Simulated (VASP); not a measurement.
# BiTe (I4/mmm) in VASP: a series of runs, part 2 of 2

VASP 6.6.1. The steps go on from the part before.

### 4 Single point, PBE (strain -0.015 along x and y, +0.015 along z)

INCAR reads:

```
SYSTEM = BiTe
PREC     = Accurate       ! precision mode
ENCUT    = 520            ! plane-wave cutoff, eV
EDIFF    = 1E-6           ! SCF threshold, eV
ISMEAR   = 0              ! smearing method
SIGMA    = 0.15           ! smearing width, eV
LREAL    = .FALSE.        ! projectors in reciprocal space
LASPH    = .TRUE.         ! aspherical terms in the spheres
NELM     = 80             ! most SCF steps
ALGO     = Normal         ! electronic algorithm
ISIF     = 2              ! what is computed and relaxed
LWAVE    = .FALSE.        ! write WAVECAR
LCHARG   = .FALSE.        ! write CHGCAR
GGA      = PE             ! functional
NBANDS   = 18             ! bands
```

KPOINTS reads:

```
regular mesh
0
G
  14 14 14
  0 0 0
```

POSCAR reads:

```
BiTe
1.0
    0.0000000000      3.1864750000      3.2835250000
    3.1864750000      0.0000000000      3.2835250000
    3.1864750000      3.1864750000      0.0000000000
Bi Te
1 1
Direct
    0.0000000000      0.0000000000      0.0000000000
    0.5000000000      0.5000000000      0.5000000000
```

Potentials or basis: VASP PAW PBE potentials, release 64 (Bi_d, Te).

Launch:

```bash
$ cat potpaw_PBE.64/Bi_d/POTCAR potpaw_PBE.64/Te/POTCAR > POTCAR
$ mpirun -np 1 vasp_std > vasp.out
```

OUTCAR:

```text
SYSTEM = BiTe
   PREC = Accurate
   ENCUT = 520
   EDIFF = 1E-6
   ISMEAR = 0
   LREAL = .FALSE.
   LASPH = .TRUE.
   NELM = 80
   ISIF = 2
   GGA = PE

 ion  position               nearest neighbor table
   1  0.000  0.000  0.000-   2 3.19   2 3.19   2 3.19   2 3.19   2 3.28   2 3.28
   2  0.500  0.500  0.500-   1 3.19   1 3.19   1 3.19   1 3.19   1 3.28   1 3.28

  LATTYP: Found a body centered tetragonal cell.
 ALAT       =     4.5063561612
 C/A-ratio  =     1.4572860567

  Lattice vectors:

 A1 = (  -3.1864750000,   0.0000000000,   3.2835250000)
 A2 = (   3.1864750000,   0.0000000000,   3.2835250000)
 A3 = (   0.0000000000,   3.1864750000,  -3.2835250000)

Analysis of symmetry for initial positions (statically):
=====================================================================
 Subroutine PRICEL returns:
 Original cell was already a primitive cell.

 Routine SETGRP: Setting up the symmetry group for a
 body centered tetragonal supercell.

 Subroutine GETGRP returns: Found 16 space group operations
 (whereof 16 operations were pure point group operations)
 out of a pool of 16 trial point group operations.

The static configuration has the point symmetry D_4h.

Analysis of symmetry for dynamics (positions and initial velocities):
=====================================================================
 Subroutine PRICEL returns:
 Original cell was already a primitive cell.

 Routine SETGRP: Setting up the symmetry group for a
 body centered tetragonal supercell.

 Subroutine GETGRP returns: Found 16 space group operations
 (whereof 16 operations were pure point group operations)
 out of a pool of 16 trial point group operations.

The dynamic configuration has the point symmetry D_4h.

 Subroutine INISYM returns: Found 16 space group operations
 (whereof 16 operations are pure point group operations),
 and found     1 'primitive' translations

----------------------------------------------------------------------------------------

[... 111 lines left out ...]
     AMIX     =   0.40;   BMIX     =  1.00
     AMIX_MAG =   1.60;   BMIX_MAG =  1.00
  volume/ion in A,a.u.               =      33.34       224.99
  Fermi-wavevector in a.u.,A,eV,Ry     =   1.113826  2.104827 16.879511  1.240609
  Thomas-Fermi vector in A             =   2.250415
   LORBIT       =      0    0 simple, 1 ext, 2 COOP (PROOUT), +10 PAW based schemes
   GGA     = PE    functional components
   LHFCALC =     F    Hartree Fock is set to
   AEXX    =    0.0000 exact exchange contribution
   IVDW    =     0    specifies the selected vdW correction
   LEPSILON=     F    determine dielectric tensor
   LRPA    =     F    only Hartree local field effects (RPA)
 non-spin polarized calculation
 Gauss-broadening in eV      SIGMA  =   0.15
  energy-cutoff  :      520.00
  volume of cell :       66.68
 maximum number of plane-waves:      1849
 NGX is ok and might be reduce to    36
   NGX = 17   NGY = 17   NGZ = 17

 number of electron      21.0000000 magnetization

 Free energy of the ion-electron system (eV)
  ---------------------------------------------------
  ext. energy  EPLUGINS =         0.00000000
  ---------------------------------------------------
  free energy    TOTEN  =        -7.16166386 eV

  energy without entropy =       -7.14617090  energy(sigma->0) =       -7.15391738

 E-fermi :   6.8428     XC(G=0):  -9.5021

 val. band max:        6.8375171477   @ k =   0.2857  -0.0000   0.1429
 cond. band min:       6.8488432608   @ k =  -0.2857   0.1429   0.4286
 fundamental gap:      0.0113261131
 Fermi energy:         6.8428332358

 k-point     1 :       0.0000    0.0000    0.0000
  band No.  band energies     occupation
      1     -16.3317      2.00000
      2     -16.3274      2.00000
      3     -16.3124      2.00000
      4     -16.3124      2.00000
      5     -16.3117      2.00000
      6      -6.8011      2.00000
[... 481 lines left out ...]
      5     -16.3081      2.00000
      6      -6.1828      2.00000
[... 10 lines left out ...]
     17      14.9922      0.00000
     18      15.1200      0.00000

 [... further k-points ...]

------------------------ aborting loop because EDIFF is reached ----------------------------------------

  FORCE on cell =-STRESS in cart. coord.  units (eV):
  Direction    XX          YY          ZZ          XY          YZ          ZX
  --------------------------------------------------------------------------------------
  -------------------------------------------------------------------------------------
  Total        1.0111462      1.0111462     -0.0610806      0.0000000      0.0000000     -0.0000000
  in kB       24.2959106     24.2959106     -1.4676510      0.0000000      0.0000000     -0.0000000
  external PRESSURE =      15.7080567 kB  Pullay stress =       0.0000000 kB

 VOLUME and BASIS-vectors are now :
 -----------------------------------------------------------------------------
  energy-cutoff  :      520.00
  volume of cell :       66.68
      direct lattice vectors                 reciprocal lattice vectors
     0.000000000  3.186475000  3.283525000    -0.156913203  0.156913203  0.152275375
     3.186475000  0.000000000  3.283525000     0.156913203 -0.156913203  0.152275375
     3.186475000  3.186475000  0.000000000     0.156913203  0.156913203 -0.152275375

 POSITION                                       TOTAL-FORCE (eV/Angst)
 -----------------------------------------------------------------------------------
      0.00000      0.00000      0.00000         0.000000      0.000000      0.000000
      3.18648      3.18648      3.28353        -0.000000     -0.000000     -0.000000
 -----------------------------------------------------------------------------------
    total drift:                               -0.000000      0.000000      0.000000

  FREE ENERGIE OF THE ION-ELECTRON SYSTEM (eV)
  ---------------------------------------------------
  free  energy   TOTEN  =        -7.1616638551 eV

  energy  without entropy=       -7.1461708975  energy(sigma->0) =       -7.15391738
```

OSZICAR:

```text
N       E                     dE             d eps       ncg     rms          rms(c)
DAV:   1     0.159679005597E+03    0.15968E+03   -0.98430E+03  8784   0.112E+03
DAV:   2     0.507020832383E+01   -0.15461E+03   -0.15051E+03  9328   0.308E+02
DAV:   3    -0.683029657018E+01   -0.11901E+02   -0.11749E+02 10856   0.895E+01
DAV:   4    -0.716820906549E+01   -0.33791E+00   -0.33733E+00 10712   0.160E+01
DAV:   5    -0.718248402361E+01   -0.14275E-01   -0.14274E-01 12448   0.312E+00    0.658E+00
DAV:   6    -0.715776163797E+01    0.24722E-01   -0.85248E-02 12562   0.181E+00    0.406E+00
DAV:   7    -0.716183221338E+01   -0.40706E-02   -0.26658E-02  9924   0.850E-01    0.515E-01
DAV:   8    -0.716153732901E+01    0.29488E-03   -0.43883E-03 11052   0.446E-01    0.122E-01
DAV:   9    -0.716166311855E+01   -0.12579E-03   -0.39737E-04  9946   0.119E-01    0.421E-02
DAV:  10    -0.716166437518E+01   -0.12566E-05   -0.11846E-05 12028   0.214E-02    0.304E-02
DAV:  11    -0.716166385510E+01    0.52007E-06   -0.52879E-06  9492   0.127E-02
   1 F= -.71616639E+01 E0= -.71539174E+01  d E =-.154930E-01
```

It took 2.6 min on 1 thread of Intel Xeon Platinum 8124M at 3.00GHz (Skylake/Cascade Lake), shared host; peak memory 0.43 GiB.

Results:

```
Free energy            : -7.1617 eV
Pressure               : 1.6 GPa
Band gap on the k mesh : zero (an odd number of electrons rules out a gap without spin polarisation)
```

Stress tensor (GPa, compression positive):
```
 2.43  0.00  0.00
 0.00  2.43  0.00
 0.00  0.00 -0.15
```

Caveat: the cell differs from its parent crystal (strain -0.015 along x and y, +0.015 along z); spin-orbit coupling is left out, which moves the levels of the heavy elements.

### 5 Single point, PBE (strain -0.015 along x and y, +0.030 along z)

INCAR reads:

```
SYSTEM = BiTe
PREC = Accurate
ENCUT = 520
EDIFF = 1E-7
ISMEAR = 0
SIGMA = 0.15
LREAL = .FALSE.
LASPH = .TRUE.
NELM = 80
ALGO = Normal
ISIF = 2
LWAVE = .FALSE.
LCHARG = .FALSE.
GGA = PE
NBANDS = 18
```

KPOINTS is that of step 4.

POSCAR reads:

```
BiTe
1.0
    0.0000000000      3.1864750000      3.3320500000
    3.1864750000      0.0000000000      3.3320500000
    3.1864750000      3.1864750000      0.0000000000
Bi Te
1 1
Direct
    0.0000000000      0.0000000000      0.0000000000
    0.5000000000      0.5000000000      0.5000000000
```

Launch:

```bash
$ cat potpaw_PBE.64/Bi_d/POTCAR potpaw_PBE.64/Te/POTCAR > POTCAR
$ mpirun -np 1 vasp_std > vasp.out
```

Run time: 2.8 min. Hardware: 1 thread of Intel Xeon Platinum 8124M at 3.00GHz (Skylake/Cascade Lake), shared host; peak memory 0.43 GiB.

It converged, with:

- Free energy: -7.1569 eV
- Pressure: 0.9 GPa
- Band gap on the k mesh: zero (an odd number of electrons rules out a gap without spin polarisation)

Stress tensor (GPa, compression positive):
```
 2.13  0.00  0.00
 0.00  2.13  0.00
 0.00  0.00 -1.50
```

Levels at points of the mesh, in eV from the Fermi level:
```
           k point  band 6  band 7  band 8  band 9  band 10  band 11  band 12  band 13  band 14  band 15
(0.00, 0.00, 0.00)  -13.54   -8.11   -2.74   -2.74    -2.16     1.51     2.50     2.50     4.45     4.79
(0.50, 0.00, 0.00)  -11.59  -11.26   -1.99   -1.88    -1.55    -0.89    -0.59    -0.57     7.32     7.76
(0.50, 0.50, 0.00)  -12.07   -9.63   -5.56   -3.98    -3.98     2.30     3.71     3.71     4.54     8.68
(0.50, 0.00, 0.50)  -11.63  -10.11   -5.73   -4.33    -3.75     2.22     3.03     4.08     5.20     8.40
```

Caveat: the cell differs from its parent crystal (strain -0.015 along x and y, +0.030 along z); spin-orbit coupling is left out, which moves the levels of the heavy elements.

### 6 Summary

```tsv
cell	gap on the mesh (eV)	pressure (GPa)
a = 4.541, b = 4.541, c = 4.506 Å, angles 60.3, 60.3, 59.5°, 2 atoms	none	2.4
a = 4.541, b = 4.541, c = 4.575 Å, angles 59.8, 59.8, 60.5°, 2 atoms	none	1.5
a = 4.575, b = 4.575, c = 4.506 Å, angles 60.5, 60.5, 59.0°, 2 atoms	none	1.6
a = 4.610, b = 4.610, c = 4.506 Å, angles 60.7, 60.7, 58.5°, 2 atoms	none	0.9
```

Alike in all rows: task single point; level PBE; potentials or basis VASP PAW PBE potentials, release 64 (Bi_d, Te); no spin polarisation; k mesh 14 × 14 × 14; cutoff (eV) 520; smearing gaussian 0.15 eV.

Caveats: spin-orbit coupling is left out, which moves the levels of the heavy elements.

Absolute energies hang on the potentials; compare differences alone.
